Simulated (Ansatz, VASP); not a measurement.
## Two plane-wave programs on GaP

```
Ga P
1.0
     0.00000    2.49704    3.24615
     2.49704    0.00000    3.24615
     2.49704    2.49704    0.00000
Ga P
1 1
Direct
  0.00000 0.00000 0.00000
  0.75000 0.75000 0.75000
```

Alike in both runs: task single point; functional LDA; k mesh 10 × 10 × 10; occupations gaussian, width 0.05 eV; no spin polarisation.

|  | VASP | Ansatz |
| --- | --- | --- |
| version | VASP 6.6.1 | Ansatz 0.2.0 |
| potentials or method | VASP PAW LDA potentials, release 64 (Ga_d, P), cutoff 520 eV | scalar-relativistic, plane waves, PAW |
| valence electrons in the cell | 18 | 18 |

|  | VASP | Ansatz | Ansatz less VASP |
| --- | --- | --- | --- |
| gap on the k mesh at the Fermi level (eV) | none | none | - |
| pressure (GPa) | -3.1 | -3.2 | -0.08 |
| traceless stress, the component that is largest in VASP (GPa) | -17.98 | -18.00 | -0.016 |

LDA's correlation is that of Perdew and Zunger in VASP and of Perdew and Wang (1992) in Ansatz. A gap of «none» marks a metal or a gap that the smearing closes.
